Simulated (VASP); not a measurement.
# SiC: electric field gradients with PBE

SiC:

```xyz
16
Lattice="2.9866 0.0000 0.0000 -1.4933 2.5865 0.0000 0.0000 0.0000 20.1460" Properties=species:S:1:pos:R:3 pbc="T T T"
Si    0.0000    1.7243    5.0386
Si    1.4933    0.8622   15.1116
Si    0.0000    1.7243   12.5913
Si    1.4933    0.8622    2.5183
Si    0.0000    0.0000    0.0020
Si    0.0000    0.0000   10.0750
Si    0.0000    1.7243   17.6313
Si    1.4933    0.8622    7.5583
C     0.0000    1.7243   19.5197
C     1.4933    0.8622    9.4467
C     0.0000    0.0000    1.8911
C     0.0000    0.0000   11.9641
C     0.0000    1.7243    6.9327
C     1.4933    0.8622   17.0057
C     0.0000    1.7243   14.4793
C     1.4933    0.8622    4.4063
```

This cell differs from its parent crystal: x and y stretched by -3 %.

```
Program                : VASP 6.6.1
Task                   : electric field gradients
Functional             : PBE
Potentials or basis    : VASP PAW PBE potentials, release 64 (Si, C)
Cutoff                 : 520 eV
k mesh                 : 11 × 11 × 2
Occupations            : fermi-dirac, width 0.02 eV
Spin                   : no spin polarisation
Dipole correction      : no
Further INCAR settings : LREAL = Auto; ALGO = Normal; EDIFF = 1e-08; NBANDS = 46
```

```json
{
  "Pressure": "19.2 GPa",
  "Largest force": "0.395 eV/Å",
  "Band gap on the k mesh": "1.73 eV (least direct gap 2.91 eV)",
  "Largest electric field gradient by atom": "Si +10.0, +12.2, +11.8, +12.4 (each value once); C +5.3, +7.2, +5.5 (each value once) V/Å²"
}
```

Forces in eV/Å, atoms in the order of the input:
```
Si   0.000  0.000  0.369
Si   0.000  0.000  0.369
Si   0.000  0.000  0.375
Si   0.000  0.000  0.375
Si   0.000  0.000  0.376
Si   0.000  0.000  0.376
Si   0.000  0.000  0.395
Si   0.000  0.000  0.395
C    0.000  0.000 -0.386
C    0.000  0.000 -0.386
C    0.000  0.000 -0.392
C    0.000  0.000 -0.392
C    0.000  0.000 -0.393
C    0.000  0.000 -0.393
C    0.000  0.000 -0.345
C    0.000  0.000 -0.345
```

Stress tensor (GPa, compression positive):
```
25.82  0.00  0.00
 0.00 25.82  0.00
 0.00  0.00  5.97
```

Levels at points of the mesh, in eV from the valence-band top:
```
           k point  band 28  band 29  band 30  band 31  band 32  band 33  band 34  band 35  band 36  band 37
(0.00, 0.00, 0.00)    -0.21    -0.16    -0.16     0.00     0.00     6.16     6.22     6.36     6.56     6.78
(0.00, 0.00, 0.50)    -0.36    -0.05    -0.05    -0.05    -0.05     6.19     6.19     6.63     6.63     6.74
```

Electric field gradients, principal values (V/Å²):
| atom | least | middle | greatest (by size) |
| --- | --- | --- | --- |
| 1 Si | -5.010 | -5.010 | 10.020 |
| 2 Si | -5.010 | -5.010 | 10.020 |
| 3 Si | -6.079 | -6.079 | 12.158 |
| 4 Si | -6.079 | -6.079 | 12.158 |
| 5 Si | -5.887 | -5.887 | 11.775 |
| 6 Si | -5.887 | -5.887 | 11.775 |
| 7 Si | -6.212 | -6.212 | 12.425 |
| 8 Si | -6.212 | -6.212 | 12.425 |
| 9 C | -2.660 | -2.661 | 5.321 |
| 10 C | -2.660 | -2.661 | 5.321 |
| 11 C | -2.626 | -2.627 | 5.253 |
| 12 C | -2.626 | -2.627 | 5.253 |
| 13 C | -3.605 | -3.606 | 7.211 |
| 14 C | -3.605 | -3.606 | 7.211 |
| 15 C | -2.772 | -2.773 | 5.546 |
| 16 C | -2.772 | -2.773 | 5.546 |

It took 11 min on 1 thread of Intel Xeon 8259CL (shared host), peak memory 0.35 GiB.

Caveat: the cell differs from its parent crystal (x and y stretched by -3 %); the stress differs along the axes, from 6 to 26 GPa; without QUAD_EFG the Cq values of the log hold for a quadrupole moment of 1 mb, not for the nuclei. A k mesh can miss the band edges.
